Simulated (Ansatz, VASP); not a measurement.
## Two plane-wave programs on TaN

The input INCAR:

```
SYSTEM = TaN
PREC = Accurate ; ENCUT = 520
EDIFF = 1E-6 ; ISMEAR = 0
SIGMA = 0.15 ; LREAL = .FALSE.
LASPH = .TRUE. ; NELM = 100
ALGO = Normal ; ISIF = 2
LWAVE = .FALSE. ; LCHARG = .FALSE.
GGA = CA ; NBANDS = 15
```

File KPOINTS:

```
regular mesh
0
G
  18 18 18
  0 0 0
```

The input POSCAR:

```
TaN
1.0
    0.0000000000      2.0872985990      2.1742693740
    2.0872985990      0.0000000000      2.1742693740
    2.0872985990      2.0872985990      0.0000000000
Ta N
1 1
Direct
    0.5000000000      0.5000000000      0.5000000000
    0.0000000000      0.0000000000      0.0000000000
```

Input for Ansatz:

```yaml
crystal:
  lattice:
    - [0.0, 2.087298599, 2.174269374]
    - [2.087298599, 0.0, 2.174269374]
    - [2.087298599, 2.087298599, 0.0]
  atoms:
    - { symbol: Ta, position: [0.5, 0.5, 0.5] }
    - { symbol: "N", position: [0.0, 0.0, 0.0] }
basis:
  ecutwfc: 520.0
kpoints:
  mp_grid: { grid: [18, 18, 18] }
hamiltonian:
  xc: lda
scf:
  occupations: { method: gaussian, width: 0.15 }
output:
  forces: true
  stress: true
  eigenvalues: true
```

Change from the starting cell: mode 4 frozen in at +0.000 Å, equal normal strain along x and y -0.0400.

Alike in both runs: task single point; functional LDA; k mesh 18 × 18 × 18; occupations gaussian, width 0.15 eV; no spin polarisation.

|  | VASP | Ansatz |
| --- | --- | --- |
| version | VASP 6.6.1 | Ansatz 0.2.0 |
| potentials or method | VASP PAW LDA potentials, release 64 (Ta_pv, N), cutoff 520 eV | scalar-relativistic, plane waves, PAW |
| valence electrons in the cell | 16 | 18 |

|  | VASP | Ansatz | Ansatz less VASP |
| --- | --- | --- | --- |
| gap on the k mesh at the Fermi level (eV) | none | none | - |
| pressure (GPa) | 41.4 | 38.5 | -2.88 |
| traceless stress, the component that is largest in VASP (GPa) | -25.29 | -24.90 | +0.391 |

LDA's correlation is that of Perdew and Zunger in VASP and of Perdew and Wang (1992) in Ansatz. A gap of «none» marks a metal or a gap that the smearing closes. Both programs put the cell under a high pressure, so it lies far from rest at this level. VASP's potentials hold 16 valence electrons a cell and Ansatz's 18, so a difference there can come from the potentials and not from the codes.

Neither program's run includes spin-orbit coupling.
